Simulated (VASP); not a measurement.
A run of VASP 6.6.1 is set up as follows.

INCAR

```
SYSTEM = SiC
PREC = Accurate
ENCUT = 520
EDIFF = 1E-6
ISMEAR = 0
SIGMA = 0.02
LREAL = .FALSE.
LASPH = .TRUE.
NELM = 100
ALGO = Normal
ISIF = 2
LWAVE = .FALSE.
LCHARG = .TRUE.
GGA = PE
LELF = .TRUE.
LVHAR = .TRUE.
NBANDS = 26
```

The input KPOINTS:

```
regular mesh
0
G
  12 12 4
  0 0 0
```

File POSCAR:

```
SiC
1.0
    3.0941203458      0.0000000000      0.0000000000
   -1.5470601729      2.6795868219      0.0000000000
    0.0000000000      0.0000000000     10.1293398377
Si C
4 4
Direct
    0.6666666667      0.3333333333      0.9378441869
    0.3333333333      0.6666666667      0.4378441869
    0.0000000000      0.0000000000      0.6878995585
    0.0000000000      0.0000000000      0.1878995585
    0.6666666667      0.3333333333      0.7498074513
    0.3333333333      0.6666666667      0.2498074513
    0.0000000000      0.0000000000      0.5004478032
    0.0000000000      0.0000000000      0.0004478032
```

Potentials or basis: VASP PAW PBE potentials, release 64 (Si, C).

Run with:

```console
$ cat potpaw_PBE.64/Si/POTCAR potpaw_PBE.64/C/POTCAR > POTCAR
$ mpirun -np 1 vasp_std > vasp.out
```

Predict the band gap on the k mesh.

2.22 eV, indirect (least direct gap 3.34 eV).

Predict the pressure.

0.0 GPa.

A k mesh can miss the band edges. A hybrid or GW would open this gap; PBE tends to underestimate it.
